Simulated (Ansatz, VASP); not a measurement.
**PbS in VASP and in Ansatz**

```xyz
2
Lattice="0.0000 2.9424 2.9980 2.9424 0.0000 2.9980 2.9424 2.9424 0.0000" Properties=species:S:1:pos:R:3 pbc="T T T"
Pb    0.0000    0.0000    0.0000
S     2.9424    2.9424    2.9980
```

Change from the starting cell: epitaxial_xy strain -1.5%.

Alike in both runs: task single point; functional r2SCAN; k mesh 8 × 8 × 8; no spin polarisation.

```csv
,VASP,Ansatz
version,VASP 6.6.1,Ansatz 0.2.0
potentials or method,"VASP PAW PBE potentials, release 64 (Pb_d, S)","plane waves, PAW"
plane-wave cutoff (eV),520,500
occupations,"gaussian, width 0.01 eV",fixed
valence electrons in the cell,20,20
```

VASP gave:

| Quantity | Value |
| --- | --- |
| gap on the k mesh at the Fermi level (eV) | 0.59 |
| pressure (GPa) | 1.7 |
| traceless stress, the component that is largest in VASP (GPa) | -1.66 |

Task: Estimate Ansatz's values.

Result: gap on the k mesh at the Fermi level (eV): 0.58; pressure (GPa): 1.7; traceless stress, the component that is largest in VASP (GPa): -1.65.

VASP's potentials were made for PBE, not for r2SCAN.

Neither program's run includes spin-orbit coupling.
